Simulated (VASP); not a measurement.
A run of VASP 6.6.1:

The input INCAR:

```
ALGO     = Normal         # electronic algorithm
EDIFF    = 1E-6           # SCF threshold, eV
ENCUT    = 520            # plane-wave cutoff, eV
GGA      = PE             # functional
ISIF     = 2              # what is computed and relaxed
ISMEAR   = 0              # smearing method
LASPH    = True           # aspherical terms in the spheres
LCHARG   = False          # write CHGCAR
LREAL    = False          # projectors in reciprocal space
LWAVE    = False          # write WAVECAR
NBANDS   = 26             # bands
NELM     = 80             # most SCF steps
PREC     = Accurate       # precision mode
SIGMA    = 0.05           # smearing width, eV
```

KPOINTS

```
k-points
0
Gamma
  9 9 4
```

Contents of POSCAR:

```
ZnS
1.0
    3.9993810848      0.0000000000      0.0000000000
   -1.9996905424      3.4635656189      0.0000000000
    0.0000000000      0.0000000000      6.3037246812
Zn S
2 2
Direct
    0.2823654471      0.6666666667      0.0052003729
    0.7176345529      0.3333333333      0.5052003729
    0.3745204671      0.6666666667      0.3797996271
    0.6254795329      0.3333333333      0.8797996271
```

Potentials or basis: VASP PAW PBE potentials, release 64 (Zn, S).

The run is started by

```console
$ cat potpaw_PBE.64/Zn/POTCAR potpaw_PBE.64/S/POTCAR > POTCAR
$ mpirun -np 1 vasp_std > vasp.out
```

Hardware: 1 thread of Intel(R) Xeon(R) Platinum 8488C (Sapphire Rapids), on a shared host.

Q: How long does it take, and how much memory?

A: It took 3.6 min on 1 thread of Intel(R) Xeon(R) Platinum 8488C (Sapphire Rapids) (shared host), peak memory 0.36 GiB. Counts: scf iterations 14, k points 123.
